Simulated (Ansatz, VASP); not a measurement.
# Ga2O3 in VASP and in Ansatz

```
Ga O
1.0
     2.52933    1.46040    4.53998
    -2.52896    1.46052    4.53973
     0.00029   -2.92025    4.53964
Ga O
4 6
Direct
  0.35586 0.35586 0.35580
  0.14415 0.14414 0.14418
  0.64415 0.64417 0.64417
  0.85588 0.85581 0.85583
  0.55310 0.94688 0.25000
  0.25002 0.55310 0.94694
  0.94686 0.25001 0.55308
  0.44685 0.05312 0.74998
  0.75002 0.44691 0.05308
  0.05309 0.75001 0.44693
```

Change from the starting cell: all O atoms moved 0.2 Å in one direction; relaxed back.

Alike in both runs: functional PBE; k mesh 6 × 6 × 6; occupations gaussian, width 0.05 eV; no spin polarisation.

Ansatz relaxed the structure, and its values are those at the end. VASP's run is a single point on that final structure, the one shown.

|  | VASP | Ansatz |
| --- | --- | --- |
| version | VASP 6.6.1 | Ansatz 0.2.0 |
| potentials or method | VASP PAW PBE potentials, release 64 (Ga_d, O), cutoff 520 eV | scalar-relativistic, plane waves, PAW |
| valence electrons in the cell | 88 | 88 |

|  | VASP | Ansatz | Ansatz less VASP |
| --- | --- | --- | --- |
| gap on the k mesh at the Fermi level (eV) | 2.39 | 2.40 | +0.009 |
| least direct gap on the mesh (eV) | 2.63 | 2.63 | +0.008 |
| pressure (GPa) | 0.9 | 0.0 | -0.91 |
| rms of the force components (eV/Å) | 0.005 | 0.002 | -0.0035 |

With one functional, cell and mesh, what is left measures potentials, basis and numerics.
